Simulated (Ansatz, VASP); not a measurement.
CoGe3Pd in VASP and in Ansatz

```
Co Ge Pd
1.0
     4.23257    0.00000    0.00000
     0.00000    4.23257    0.00000
     0.00000    0.00000    4.23257
Co Ge Pd
1 3 1
Direct
  0.00000 0.00000 0.00000
  0.00000 0.50000 0.50000
  0.50000 0.00000 0.50000
  0.50000 0.50000 0.00000
  0.50000 0.50000 0.50000
```

Change from the starting cell: species swapped into the ErBPd3 type (Pm-3m, No. 221).

Alike in both runs: task single point; functional PBE; k mesh 4 × 4 × 4; occupations gaussian, width 0.1 eV; collinear spin.

|  | VASP | Ansatz |
| --- | --- | --- |
| version | VASP 6.6.1 | Ansatz 0.2.0 |
| potentials or method | VASP PAW PBE potentials, release 64 (Co, Ge_d, Pd), cutoff 520 eV | scalar-relativistic, plane waves, PAW |
| valence electrons in the cell | 61 | 77 |

|  | VASP | Ansatz | Ansatz less VASP |
| --- | --- | --- | --- |
| gap on the k mesh at the Fermi level (eV) | none | none | - |
| net moment per atom (μB) | 0.22 | 0.23 | +0.007 |
| size of the moment on the site where the two differ most (μB) | 1.07 | 1.13 | +0.053 |

Site moments also hang on the region over which each program counts them. A gap of «none» marks a metal or a gap that the smearing closes. VASP's potentials hold 61 valence electrons a cell and Ansatz's 77, so a difference there can come from the potentials and not from the codes.

The k mesh is coarse, so the values compare programs but aren't converged.
